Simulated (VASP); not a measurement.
Here is a VASP 6.6.1 calculation.

Contents of INCAR:

```
SYSTEM = BaHfO3
PREC     = Accurate       ! precision mode
ENCUT    = 520            ! plane-wave cutoff, eV
EDIFF    = 1E-6           ! SCF threshold, eV
ISMEAR   = 0              ! smearing method
SIGMA    = 0.01           ! smearing width, eV
LREAL    = .False.        ! projectors in reciprocal space
LASPH    = .True.         ! aspherical terms in the spheres
NELM     = 100            ! most SCF steps
ALGO     = Normal         ! electronic algorithm
ISIF     = 2              ! what is computed and relaxed
LWAVE    = .False.        ! write WAVECAR
LCHARG   = .False.        ! write CHGCAR
GGA      = PE             ! functional
NBANDS   = 27             ! bands
```

The input KPOINTS:

```
regular mesh
0
Gamma
  6 6 6
  0 0 0
```

The input POSCAR:

```
BaHfO3
1.0
    4.1770587702      0.0000000000      0.0000000000
    0.0000000000      4.1770587702      0.0000000000
    0.0000000000      0.0000000000      4.1770587702
Ba Hf O
1 1 3
Direct
    0.0000000000      0.0000000000      0.0000000000
    0.5000000000      0.5000000000      0.5000000000
    0.5000000000      0.5000000000      0.0000000000
    0.5000000000      0.0000000000      0.5000000000
    0.0000000000      0.5000000000      0.5000000000
```

Potentials or basis: VASP PAW PBE potentials, release 64 (Ba_sv, Hf_pv, O).

The run is started by

```sh
$ cat potpaw_PBE.64/Ba_sv/POTCAR potpaw_PBE.64/Hf_pv/POTCAR potpaw_PBE.64/O/POTCAR > POTCAR
$ mpirun -np 1 vasp_std > vasp.out
```

Problem. Predict the pressure.

Solution. 2.9 GPa.

Problem. Estimate the band gap on the k mesh.

Solution. 3.58 eV, indirect (least direct gap 3.80 eV).

Caveat: spin-orbit coupling is left out, which moves the levels of the heavy elements. A k mesh can miss the band edges.
